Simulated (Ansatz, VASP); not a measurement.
**One calculation of SiC, two programs**

The input INCAR:

```
ALGO = Normal ; EDIFF = 1E-6
ENCUT = 520 ; GGA = PE
ISIF = 2 ; ISMEAR = -1
LASPH = True ; LCHARG = True
LELF = True ; LREAL = False
LVHAR = True ; LWAVE = False
NBANDS = 16 ; NELM = 60
PREC = Accurate ; SIGMA = 0.02
```

KPOINTS

```
k-points
0
Gamma
  12 12 6
```

Contents of POSCAR:

```
SiC
1.0
    3.1368633640      0.0000000000      0.0000000000
   -1.5684316820      2.7166033614      0.0000000000
    0.0000000000      0.0000000000      5.1490702528
Si C
2 2
Direct
    0.3333333333      0.6666666667     -0.0004677755
    0.6666666667      0.3333333333      0.4995322245
    0.3333333333      0.6666666667      0.3754677755
    0.6666666667      0.3333333333      0.8754677755
```

Input for Ansatz:

```yaml
crystal:
  lattice:
    - [3.136863364, 0.0, 0.0]
    - [-1.568431682, 2.7166033614, 0.0]
    - [0.0, 0.0, 5.1490702528]
  atoms:
    - { symbol: Si, position: [0.3333333333, 0.6666666667, -0.0004677755] }
    - { symbol: Si, position: [0.6666666667, 0.3333333333, 0.4995322245] }
    - { symbol: C, position: [0.3333333333, 0.6666666667, 0.3754677755] }
    - { symbol: C, position: [0.6666666667, 0.3333333333, 0.8754677755] }
kpoints:
  mp_grid: { grid: [12, 12, 6] }
  band_path:
    path:
      - [0.0, 0.0, 0.0]
      - [0.5, 0.0, 0.0]
      - [0.3333333333, 0.3333333333, 0.0]
      - [0.0, 0.0, 0.5]
      - [0.5, 0.0, 0.5]
      - [0.3333333333, 0.3333333333, 0.5]
    npoints: 1
hamiltonian:
  xc: pbe
scf:
  occupations: { method: fermi_dirac, width: 0.02 }
  n_extra_bands: 5
output:
  forces: true
  stress: true
  eigenvalues: true
```

Change from the starting cell: hydrostatic strain +2.0%.

Alike in both runs: task single point; functional PBE; k mesh 12 × 12 × 6; occupations fermi-dirac, width 0.02 eV; no spin polarisation.

|  | VASP | Ansatz |
| --- | --- | --- |
| version | VASP 6.6.1 | Ansatz 0.2.0 |
| potentials or method | VASP PAW PBE potentials, release 64 (Si, C) | plane waves, PAW |
| plane-wave cutoff (eV) | 520 | 420 |
| valence electrons in the cell | 16 | 16 |

```csv
,VASP,Ansatz,Ansatz less VASP
gap on the k mesh at the Fermi level (eV),2.38,2.38,+0.003
pressure (GPa),-8.5,-8.5,+0.03
"traceless stress, the component that is largest in VASP (GPa)",0.05,0.05,-0.002
```

With one functional, cell and mesh, what is left measures potentials, basis and numerics.
